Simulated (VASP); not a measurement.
Here is a VASP 6.6.1 calculation.

File INCAR:

```
SYSTEM = PbS
PREC = Accurate ; ENCUT = 520
EDIFF = 1E-6 ; ISMEAR = -1
SIGMA = 0.05 ; LREAL = .False.
LASPH = .True. ; NELM = 80
ALGO = Normal ; ISIF = 2
LWAVE = .False. ; LCHARG = .True.
GGA = PE ; LELF = .True.
LVHAR = .True. ; NBANDS = 28
```

The input KPOINTS:

```
Automatic mesh
0
Gamma
  7 7 6
  0 0 0
```

File POSCAR:

```
PbS
1.0
    2.0937276176     -6.0309754840      0.0000000000
    2.0937276176      6.0309754840      0.0000000000
    0.0000000000      0.0000000000      4.3076616397
Pb S
2 2
Direct
    0.1305633500      0.8694366500      0.2500000000
    0.8694366500      0.1305633500      0.7500000000
    0.3547970900      0.6452029100      0.2500000000
    0.6452029100      0.3547970900      0.7500000000
```

Potentials or basis: VASP PAW PBE potentials, release 64 (Pb_d, S).

Run with:

```bash
$ cat potpaw_PBE.64/Pb_d/POTCAR potpaw_PBE.64/S/POTCAR > POTCAR
$ mpirun -np 1 vasp_std > vasp.out
```

**Question.** Estimate the largest force.

**Answer.** 0.049 eV/Å.

**Question.** Estimate the pressure.

**Answer.** 0.0 GPa.

Forces on the atoms (eV/Å):
```
Pb   0.000 -0.049  0.000
Pb   0.000  0.049  0.000
S    0.000 -0.029  0.000
S    0.000  0.029  0.000
```
